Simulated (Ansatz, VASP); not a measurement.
# Ta2N in VASP and in Ansatz

INCAR

```
SYSTEM = Ta2N
PREC = Accurate
ENCUT = 520
EDIFF = 1E-6
ISMEAR = 0
SIGMA = 0.15
LREAL = .False.
LASPH = .True.
NELM = 80
ALGO = Normal
ISIF = 2
LWAVE = .False.
LCHARG = .False.
GGA = CA
NBANDS = 50
```

Contents of KPOINTS:

```
Automatic mesh
0
Gamma
  9 9 8
  0 0 0
```

POSCAR

```
Ta2N
1.0
    5.0963826899      0.0000000000      0.0000000000
   -2.5481913449      4.4135968768      0.0000000000
    0.0000000000      0.0000000000      5.1407212193
Ta N
6 3
Direct
    0.6430231761      0.6430231761      0.7526041962
    0.0000000000      0.3569768239      0.7526041962
    0.3569768239      0.0000000000      0.7526041962
    0.3569768239      0.3569768239      0.2473958038
    0.0000000000      0.6430231761      0.2473958038
    0.6430231761      0.0000000000      0.2473958038
    0.6666666667      0.3333333333      0.5000000000
    0.3333333333      0.6666666667      0.5000000000
    0.0000000000      0.0000000000      0.0000000000
```

Input for Ansatz:

```yaml
crystal:
  lattice:
    - [5.0963826899, 0.0, 0.0]
    - [-2.5481913449, 4.4135968768, 0.0]
    - [0.0, 0.0, 5.1407212193]
  atoms:
    - { symbol: Ta, position: [0.6430231761, 0.6430231761, 0.7526041962] }
    - { symbol: Ta, position: [0.0, 0.3569768239, 0.7526041962] }
    - { symbol: Ta, position: [0.3569768239, 0.0, 0.7526041962] }
    - { symbol: Ta, position: [0.3569768239, 0.3569768239, 0.2473958038] }
    - { symbol: Ta, position: [0.0, 0.6430231761, 0.2473958038] }
    - { symbol: Ta, position: [0.6430231761, 0.0, 0.2473958038] }
    - { symbol: "N", position: [0.6666666667, 0.3333333333, 0.5] }
    - { symbol: "N", position: [0.3333333333, 0.6666666667, 0.5] }
    - { symbol: "N", position: [0.0, 0.0, 0.0] }
basis:
  ecutwfc: 520.0
kpoints:
  mp_grid: { grid: [9, 9, 8] }
hamiltonian:
  xc: lda
  pseudopotentials: { kind: paw, azcp: { folder: soft_1 } }
scf:
  occupations: { method: gaussian, width: 0.15 }
output:
  forces: true
  stress: true
  eigenvalues: true
```

Alike in both runs: task single point; functional LDA; k mesh 9 × 9 × 8; occupations gaussian, width 0.15 eV; no spin polarisation.

|  | VASP | Ansatz |
| --- | --- | --- |
| version | VASP 6.6.1 | Ansatz 0.2.0 |
| potentials or method | VASP PAW LDA potentials, release 64 (Ta_pv, N), cutoff 520 eV | scalar-relativistic, plane waves, PAW |
| valence electrons in the cell | 81 | 93 |

VASP gave:

| Item | Value |
| --- | --- |
| gap on the k mesh at the Fermi level (eV) | none |
| pressure (GPa) | 6.0 |
| traceless stress, the component that is largest in VASP (GPa) | -13.58 |
| rms of the force components (eV/Å) | 1.625 |

**Question.** Estimate Ansatz's values.

**Answer.** gap on the k mesh at the Fermi level (eV): none; pressure (GPa): 4.3; traceless stress, the component that is largest in VASP (GPa): -13.56; rms of the force components (eV/Å): 1.611.

Ansatz warns that its potentials were made for another functional, while VASP's fit it. LDA's correlation is that of Perdew and Zunger in VASP and of Perdew and Wang (1992) in Ansatz. Atom by atom the forces differ by 0.018 eV/Å (rms over components). A gap of «none» marks a metal or a gap that the smearing closes. VASP's potentials hold 81 valence electrons a cell and Ansatz's 93, so a difference there can come from the potentials and not from the codes.

Neither program's run includes spin-orbit coupling.
